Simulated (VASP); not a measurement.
Input of a VASP 6.6.1 run:

Contents of INCAR:

```
PREC = Accurate ; ENCUT = 500
EDIFF = 1E-6 ; ISMEAR = -1
SIGMA = 0.05 ; LREAL = False
LASPH = True ; NELM = 120
ALGO = Normal ; ISIF = 2
LWAVE = False ; LCHARG = False
NBANDS = 20 ; GGA_COMPAT = False
```

Contents of KPOINTS:

```
regular mesh
0
Gamma
  5 5 5
```

Contents of POSCAR:

```
RuAu
1.0
    3.1648100000      0.0000000000      0.0000000000
    0.0000000000      3.1648100000      0.0000000000
    0.0000000000      0.0000000000      3.1648100000
Ru Au
1 1
Direct
    0.0000000000      0.0000000000      0.0000000000
    0.5000000000      0.5000000000      0.5000000000
```

Potentials or basis: VASP PAW LDA potentials, release 64 (Ru_pv, Au).

Run with:

```console
$ cat potpaw_LDA.64/Ru_pv/POTCAR potpaw_LDA.64/Au/POTCAR > POTCAR
$ mpirun -np 1 vasp_std > vasp.out
```

(1) What does it give for the pressure?

Answers

(1) -14.1 GPa.

Caveat: the k points lie up to 0.40 Å⁻¹ apart.
